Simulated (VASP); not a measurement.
## TiO2: single point with PBE

The system is TiO2.

```
CELL_PARAMETERS angstrom
-4.16824 4.16824 1.82794
4.16824 -4.16824 1.82794
4.16824 4.16824 -1.82794
ATOMIC_POSITIONS crystal
Ti 0.29531 0.96347 0.25878
Ti 0.03653 0.29531 0.33184
Ti 0.96347 0.70469 0.66816
Ti 0.70469 0.03653 0.74122
O 0.50630 0.84604 0.35234
O 0.17853 0.14605 0.32458
O 0.15396 0.50630 0.66026
O 0.14605 0.82147 0.96752
O 0.85395 0.17853 0.03248
O 0.84604 0.49370 0.33974
O 0.82147 0.85395 0.67542
O 0.49370 0.15396 0.64766
```

- Program: VASP 6.6.1
- Task: single point
- Functional: PBE
- Potentials or basis: VASP PAW PBE potentials, release 64 (Ti_sv, O)
- Cutoff: 520 eV
- k mesh: 6 × 6 × 6
- Occupations: fermi-dirac, width 0.05 eV
- Spin: no spin polarisation

```yaml
Pressure: 30.7 GPa
Largest_force: 0.079 eV/Å
Band_gap_on_the_k_mesh: 2.42 eV (least direct gap 2.99 eV)
```

Forces on the atoms (eV/Å):
```
Ti   0.024  0.076  0.000
Ti   0.076 -0.024  0.000
Ti  -0.076  0.024  0.000
Ti  -0.024 -0.076  0.000
O   -0.001  0.009  0.000
O   -0.028  0.035  0.000
O    0.009  0.001  0.000
O   -0.035 -0.028  0.000
O    0.035  0.028  0.000
O   -0.009 -0.001  0.000
O    0.028 -0.035  0.000
O    0.001 -0.009  0.000
```

Stress tensor (GPa, compression positive):
```
30.77  0.00  0.00
 0.00 30.77  0.00
 0.00  0.00 30.59
```

Levels at points of the mesh, in eV from the valence-band top:
| k point | band 45 | band 46 | band 47 | band 48 | band 49 | band 50 | band 51 | band 52 |
| --- | --- | --- | --- | --- | --- | --- | --- | --- |
| (0.00, 0.00, 0.00) | -1.23 | -1.00 | -1.00 | -0.75 | 2.42 | 3.31 | 3.31 | 3.81 |
| (0.50, 0.00, 0.00) | -0.96 | -0.68 | -0.65 | -0.36 | 3.36 | 3.69 | 3.70 | 3.78 |
| (0.50, 0.50, 0.00) | -1.12 | -1.02 | -0.89 | -0.62 | 2.73 | 3.03 | 3.38 | 3.55 |
| (0.50, 0.50, 0.50) | -1.16 | -1.16 | -0.91 | 0.00 | 3.05 | 3.18 | 3.18 | 3.43 |

Run time: 29 min on 1 thread of Intel Xeon 8259CL (shared host), peak memory 0.43 GiB.

Caveat: the cell stands under pressure. A k mesh can miss the band edges.
